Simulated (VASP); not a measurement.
# YZr7O16 (a cell with a defect) in VASP: single point with PBE

Aim: the single point of YZr7O16 (a cell with a defect) with PBE.

All numbers are computed with VASP 6.6.1; they aren't measurements. Logs are shortened: lines on timing, memory, paths and dates and some standing lists are left out, and cuts for length are marked.

## Step 1: The cell of the first run

The cell holds a defect, 24 atoms: a = 7.235 Å, b = 7.235 Å, c = 7.235 Å, α = 60.00°, β = 60.00°, γ = 60.00°.

## Step 2: Single point, PBE

Contents of INCAR:

```
SYSTEM = YZr7O16
PREC = Accurate
ENCUT = 520
EDIFF = 1E-6
ISMEAR = 0
SIGMA = 0.01
LREAL = .FALSE.
LASPH = .TRUE.
NELM = 120
ALGO = Normal
ISIF = 2
LWAVE = .FALSE.
LCHARG = .FALSE.
GGA = PE
NELECT = 192.0
NBANDS = 114
GGA_COMPAT = .FALSE.
```

Contents of KPOINTS:

```
regular mesh
0
G
  2 2 2
  0 0 0
```

Contents of POSCAR:

```
YZr7O16
1.0
   -5.1158283576     -5.1158283576      0.0000000000
   -5.1158283576      0.0000000000     -5.1158283576
    0.0000000000     -5.1158283576     -5.1158283576
Y Zr O
1 7 16
Direct
    0.5000552294      0.4965395550      0.0019164020
    1.0011670272      0.4953846451      0.0008391883
    0.4989539195      0.9976429408      0.0008002700
    0.9984077947      0.9948777597      0.0035629866
    0.5017654151      0.4980718785      0.5003025877
    1.0011865004      0.4953446182      0.5030389159
    0.4989678316      0.9976342790      0.5030203573
    1.0000822617      0.9964971994      0.5019190590
    0.3880731122      0.3837640942      0.3854539468
    0.8436151736      0.3580068551      0.3988052556
    0.3614847063      0.8400784834      0.4000892530
    0.8967222922      0.8948532553      0.3454722434
    0.3870407403      0.3848186571      0.8431308484
    0.8835730204      0.3377175966      0.8900983017
    0.3412231968      0.8801185024      0.8890520543
    0.8979743074      0.8936088407      0.8633839338
    0.1465676852      0.1423606669      0.1306973996
    0.5958997278      0.1037944441      0.1500418066
    0.1069981220      0.5927653701      0.1506582723
    0.6481743748      0.6452752951      0.0979919355
    0.1457974402      0.1431128233      0.5808552593
    0.6286487181      0.0756679322      0.6484465545
    0.0787973270      0.6253623409      0.6477641447
    0.6488183563      0.6446301943      0.6090308340
```

Potentials or basis: VASP PAW PBE potentials, release 64 (Y_sv, Zr_sv, O).

Command:

```
cat potpaw_PBE.64/Y_sv/POTCAR potpaw_PBE.64/Zr_sv/POTCAR potpaw_PBE.64/O/POTCAR > POTCAR
mpirun -np 1 vasp_std > vasp.out
```

OUTCAR:

```text
SYSTEM = YZr7O16
   PREC = Accurate
   ENCUT = 520
   EDIFF = 1E-6
   ISMEAR = 0
   LREAL = .FALSE.
   LASPH = .TRUE.
   NELM = 120
   ISIF = 2
   GGA = PE
   NELECT = 192.0

 ion  position               nearest neighbor table
   1  0.500  0.497  0.002-  14 2.27  13 2.27   9 2.27  15 2.27  18 2.33  24 2.33  20 2.33  19 2.33
                             3 3.62   7 3.62   5 3.62   6 3.62   2 3.62   4 3.62   2 3.62   6 3.62
   2  0.001  0.495  0.001-  20 2.10  19 2.10  17 2.10  23 2.10  13 2.29  14 2.29  10 2.36  16 2.36
                             3 3.60   6 3.60   5 3.61   4 3.61   8 3.62   1 3.62   1 3.62   8 3.62
   3  0.499  0.998  0.001-  18 2.09  20 2.09  22 2.10  17 2.10  15 2.29  13 2.29  16 2.37  11 2.37
                             2 3.60   7 3.60   4 3.61   5 3.61   1 3.62   8 3.62   8 3.62   1 3.62
   4  0.998  0.995  0.004-  15 2.03  14 2.03  16 2.03  12 2.03  19 2.38  18 2.38  21 2.50  17 2.50
                             7 3.61   3 3.61   2 3.61   6 3.61   1 3.62   8 3.62   8 3.62   1 3.62
   5  0.502  0.498  0.500-  13 2.03   9 2.03  10 2.03  11 2.03  20 2.38  24 2.38  22 2.50  23 2.50
                             6 3.61   2 3.61   7 3.61   3 3.61   8 3.62   1 3.62   1 3.62   8 3.62
   6  0.001  0.495  0.503-  19 2.09  24 2.09  21 2.10  23 2.10   9 2.29  14 2.29  10 2.37  12 2.37
                             7 3.60   2 3.60   5 3.61   4 3.61   8 3.62   1 3.62   1 3.62   8 3.62
   7  0.499  0.998  0.503-  18 2.10  24 2.10  22 2.10  21 2.10  15 2.29   9 2.29  12 2.36  11 2.36
                             6 3.60   3 3.60   4 3.61   5 3.61   8 3.62   1 3.62   1 3.62   8 3.62
   8  0.000  0.996  0.502-  11 2.15  12 2.15  16 2.15  10 2.15  23 2.21  17 2.21  21 2.21  22 2.21
                             5 3.62   6 3.62   2 3.62   7 3.62   3 3.62   4 3.62   7 3.62   3 3.62
   9  0.388  0.384  0.385-   5 2.03   1 2.27   7 2.29   6 2.29
  10  0.844  0.358  0.399-   5 2.03   8 2.15   2 2.36   6 2.37
  11  0.361  0.840  0.400-   5 2.03   8 2.15   7 2.36   3 2.37
  12  0.897  0.895  0.345-   4 2.03   8 2.15   7 2.36   6 2.37
  13  0.387  0.385  0.843-   5 2.03   1 2.27   2 2.29   3 2.29
  14  0.884  0.338  0.890-   4 2.03   1 2.27   2 2.29   6 2.29
[... 8 lines left out ...]
  23  0.079  0.625  0.648-   6 2.10   2 2.10   8 2.21   5 2.50
  24  0.649  0.645  0.609-   6 2.09   7 2.10   1 2.33   5 2.38

  LATTYP: Found a face centered cubic cell.
 ALAT       =    10.2316567152

  Lattice vectors:

 A1 = (  -5.1158283576,  -5.1158283576,   0.0000000000)
 A2 = (  -5.1158283576,   0.0000000000,  -5.1158283576)
 A3 = (   0.0000000000,  -5.1158283576,  -5.1158283576)

Analysis of symmetry for initial positions (statically):
=====================================================================
 Subroutine PRICEL returns:
 Original cell was already a primitive cell.

 Routine SETGRP: Setting up the symmetry group for a
 face centered cubic supercell.

 Subroutine GETGRP returns: Found  1 space group operations
 (whereof  1 operations were pure point group operations)
[... 157 lines left out ...]
   EFERMI =   0.00;   METHOD = LEGACY
   ISMEAR =     0;   SIGMA  =   0.01  broadening in eV -4-tet -1-fermi 0-gaus
   EFERMI_NEDOS =   21; number of points for ismear=-14 and -15
   IALGO  =     38    algorithm
   IMIX   =      4    mixing-type and parameters
     AMIX     =   0.40;   BMIX     =  1.00
     AMIX_MAG =   1.60;   BMIX_MAG =  1.00
  volume/ion in A,a.u.               =      11.16        75.29
  Fermi-wavevector in a.u.,A,eV,Ry     =   1.465264  2.768948 29.211698  2.146999
  Thomas-Fermi vector in A             =   2.581142
   LORBIT       =      0    0 simple, 1 ext, 2 COOP (PROOUT), +10 PAW based schemes
   GGA     = PE    functional components
   LHFCALC =     F    Hartree Fock is set to
   AEXX    =    0.0000 exact exchange contribution
   IVDW    =     0    specifies the selected vdW correction
   LEPSILON=     F    determine dielectric tensor
   LRPA    =     F    only Hartree local field effects (RPA)
 non-spin polarized calculation
 Gauss-broadening in eV      SIGMA  =   0.01
  energy-cutoff  :      520.00
  volume of cell :      267.78
 maximum number of plane-waves:      7239
 NGX is ok and might be reduce to    54
   NGX = 27   NGY = 27   NGZ = 27

 number of electron     192.0000011 magnetization

 Free energy of the ion-electron system (eV)
  ---------------------------------------------------
  ext. energy  EPLUGINS =         0.00000000
  ---------------------------------------------------
  free energy    TOTEN  =      -218.68697068 eV

  energy without entropy =     -218.68697068  energy(sigma->0) =     -218.68697068

 E-fermi :   6.2957     XC(G=0): -11.7140

 val. band max:        6.1594263736   @ k =   0.5000   0.0000   0.5000
 cond. band min:      10.1976998116   @ k =   0.0000   0.0000   0.0000
 fundamental gap:      4.0382734380
 Fermi energy:         6.2957402266

 k-point     1 :       0.0000    0.0000    0.0000
  band No.  band energies     occupation
      1     -41.4025      2.00000
      2     -41.3889      2.00000
      3     -41.3759      2.00000
      4     -41.3655      2.00000
      5     -41.2486      2.00000
      6     -41.0544      2.00000
[... 877 lines left out ...]
    107      11.4036      0.00000
    108      11.4892      0.00000
 [bands above 108 left out]

------------------------ aborting loop because EDIFF is reached ----------------------------------------

  FORCE on cell =-STRESS in cart. coord.  units (eV):
  Direction    XX          YY          ZZ          XY          YZ          ZX
  --------------------------------------------------------------------------------------
  -------------------------------------------------------------------------------------
  Total       32.6024347     24.7705588     24.6231493      0.0016519      0.0003547     -0.0032918
  in kB      195.0665152    148.2069245    147.3249460      0.0098837      0.0021225     -0.0196954
  external PRESSURE =     163.5327953 kB  Pullay stress =       0.0000000 kB

 VOLUME and BASIS-vectors are now :
 -----------------------------------------------------------------------------
  energy-cutoff  :      520.00
  volume of cell :      267.78
      direct lattice vectors                 reciprocal lattice vectors
    -5.115828358 -5.115828358  0.000000000    -0.097735883 -0.097735883  0.097735883
    -5.115828358  0.000000000 -5.115828358    -0.097735883  0.097735883 -0.097735883
     0.000000000 -5.115828358 -5.115828358     0.097735883 -0.097735883 -0.097735883

 POSITION                                       TOTAL-FORCE (eV/Angst)
 -----------------------------------------------------------------------------------
     -5.09841     -2.56800     -2.55002        -0.000361      0.001814     -0.002632
     -2.54027     -0.01026     -2.53860        -0.001737      0.002333      0.003998
     -7.65633     -2.55666     -5.10786         0.000370      0.004631     -0.001535
    -10.19731     -5.12591     -5.10785        -0.004527      0.001064     -0.002981
     -5.11500     -5.12641     -5.10751         0.003889      0.005953     -0.005338
     -2.54017     -2.57953     -5.10756        -0.002502     -0.004337     -0.004918
[... 16 lines left out ...]
     -3.60236     -3.71696     -6.51310        -0.017927     -0.008346      0.006847
     -6.61706     -6.43494     -6.41351         0.031245     -0.004108     -0.008253
 -----------------------------------------------------------------------------------
    total drift:                               -0.001106     -0.000152      0.000471

  FREE ENERGIE OF THE ION-ELECTRON SYSTEM (eV)
  ---------------------------------------------------
  free  energy   TOTEN  =      -218.6869706750 eV

  energy  without entropy=     -218.6869706750  energy(sigma->0) =     -218.68697068
```

stdout:

```text
POSCAR found type information on POSCAR Y ZrO
 POSCAR found :  3 types and      24 ions
 scaLAPACK will be used
 -----------------------------------------------------------------------------
|                                                                             |
|                                                                             |
|     You have a (more or less) 'large supercell' and for larger cells it     |
|     might be more efficient to use real-space projection operators.         |
|     Therefore, try LREAL= Auto in the INCAR file.                           |
|     Mind: For very accurate calculation, you might also keep the            |
|     reciprocal projection scheme (i.e. LREAL=.FALSE.).                      |
|                                                                             |
 -----------------------------------------------------------------------------

 LDA part: xc-table for (Slater+PW92), standard interpolation
 POSCAR, INCAR and KPOINTS ok, starting setup
 FFT: planning ... GRIDC
 FFT: planning ... GRID_SOFT
 FFT: planning ... GRID
 WAVECAR not read
 entering main loop
 the old and the new charge density differ
 old charge density:   191.00000 new  192.00000
    0.802E+01
```

Wall time 15 min (1 thread of Intel Xeon 8259CL, shared host); peak memory 0.52 GiB.

What came out:

* Free energy: -218.6870 eV
* Largest force: 0.044 eV/Å

Forces on the atoms (eV/Å):
```
Y    0.000  0.002 -0.003
Zr  -0.002  0.002  0.004
Zr   0.000  0.005 -0.002
Zr  -0.005  0.001 -0.003
Zr   0.004  0.006 -0.005
Zr  -0.003 -0.004 -0.005
Zr   0.001  0.001 -0.004
Zr   0.002  0.001 -0.001
O    0.016  0.026  0.024
O   -0.029 -0.022  0.023
O   -0.024  0.019 -0.019
O    0.027 -0.022 -0.022
O    0.017 -0.027 -0.024
O   -0.017  0.027 -0.026
O   -0.018 -0.029  0.027
O    0.028  0.021  0.025
O    0.017  0.008  0.009
O   -0.030  0.003 -0.004
O   -0.032 -0.008  0.009
O    0.032  0.008  0.005
O    0.017 -0.014 -0.003
O   -0.017  0.009 -0.005
O   -0.018 -0.008  0.007
O    0.031 -0.004 -0.008
```

Caveat: the k points lie up to 0.53 Å⁻¹ apart; the cell carries a net charge on a neutralising background, which shifts energy and pressure; the cell is charged against a uniform background, so pressure and absolute levels hang on convention.
